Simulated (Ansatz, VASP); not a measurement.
One calculation of Ti, two programs

File INCAR:

```
ALGO = Normal
EDIFF = 1E-6
ENCUT = 520
GGA = CA
ISIF = 2
ISMEAR = 0
LASPH = T
LCHARG = T
LELF = T
LREAL = F
LVHAR = T
LWAVE = F
NBANDS = 25
NELM = 80
PREC = Accurate
SIGMA = 0.1
```

KPOINTS

```
k-points
0
Gamma
  7 7 10
```

POSCAR

```
Ti
1.0
    4.6000000000      0.0000000000      0.0000000000
   -2.3000000000      3.9837170000      0.0000000000
    0.0000000000      0.0000000000      2.8200000000
Ti
3
Direct
    0.0000000000      0.0000000000      0.0000000000
    0.3333333333      0.6666666667      0.5000000000
    0.6666666667      0.3333333333      0.5000000000
```

Input for Ansatz:

```yaml
crystal:
  lattice:
    - [4.6, 0.0, 0.0]
    - [-2.3, 3.983717, 0.0]
    - [0.0, 0.0, 2.82]
  atoms:
    - { symbol: Ti, position: [0.0, 0.0, 0.0] }
    - { symbol: Ti, position: [0.3333333333333333, 0.6666666666666666, 0.5] }
    - { symbol: Ti, position: [0.6666666666666666, 0.3333333333333333, 0.5] }
kpoints:
  mp_grid:
    grid: [7, 7, 10]
hamiltonian:
  xc: lda
  pseudopotentials:
    kind: paw
scf:
  occupations:
    method: gaussian
output:
  forces: true
  stress: true
  eigenvalues: true
```

Alike in both runs: task single point; functional LDA; k mesh 7 × 7 × 10; no spin polarisation.

|  | VASP | Ansatz |
| --- | --- | --- |
| version | VASP 6.6.1 | Ansatz 0.2.0 |
| potentials or method | VASP PAW LDA potentials, release 64 (Ti_sv) | plane waves, PAW |
| plane-wave cutoff (eV) | 520 | 420 |
| occupations | gaussian, width 0.1 eV | gaussian |
| valence electrons in the cell | 36 | 36 |

|  | VASP | Ansatz | Ansatz less VASP |
| --- | --- | --- | --- |
| gap on the k mesh at the Fermi level (eV) | none | none | - |
| pressure (GPa) | -9.2 | -9.2 | +0.04 |
| traceless stress, the component that is largest in VASP (GPa) | 1.40 | 1.40 | 0.000 |

LDA's correlation is that of Perdew and Zunger in VASP and of Perdew and Wang (1992) in Ansatz. A gap of «none» marks a metal or a gap that the smearing closes.
